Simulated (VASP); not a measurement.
Input of a VASP 6.6.1 run:

The input POSCAR:

```
Si
1.0
    2.5550292445      0.0000000000      0.0000000000
   -1.2775146223      2.2127202332      0.0000000000
    0.0000000000      0.0000000000      2.5280132497
Si
1
Direct
    0.0000000000      0.0000000000      0.0000000000
```

INCAR.step1

```
SYSTEM = Si
ALGO = Normal
EDIFF = 1E-4
ENCUT = 520
GGA = PE
ISMEAR = 0
LASPH = .True.
LCHARG = .False.
LREAL = .False.
LWAVE = .True.
NBANDS = 8
NELM = 100
PREC = Accurate
SIGMA = 0.15
```

INCAR.step2

```
SYSTEM = Si
ALGO = Normal
EDIFF = 1E-6
ENCUT = 520
ISIF = 2
ISMEAR = 0
ISTART = 1
LASPH = .True.
LCHARG = .False.
LMIXTAU = .True.
LREAL = .False.
LWAVE = .False.
METAGGA = R2SCAN
NBANDS = 8
NELM = 100
PREC = Accurate
SIGMA = 0.15
```

The input KPOINTS:

```
k-points
0
Gamma
  24 24 20
  0 0 0
```

Potentials or basis: VASP PAW PBE potentials, release 64 (Si).

Command:

```sh
$ cat potpaw_PBE.64/Si/POTCAR > POTCAR
$ cp INCAR.step1 INCAR
$ mpirun -np 1 vasp_std > vasp.out
$ cp INCAR.step2 INCAR
$ mpirun -np 1 vasp_std > vasp.out
```

(1) What does it give for the pressure?

(2) What does it give for the band gap on the k mesh?

Answers

(1) 5.2 GPa.

(2) zero (bands 2 and 3 overlap by 11.94 eV).

Caveat: the cell differs from its parent crystal (strain -0.025 along x and y, +0.025 along z); the stress differs along the axes, from -4 to 10 GPa; the PAW data sets were made with another functional, which shifts forces and pressure a little.
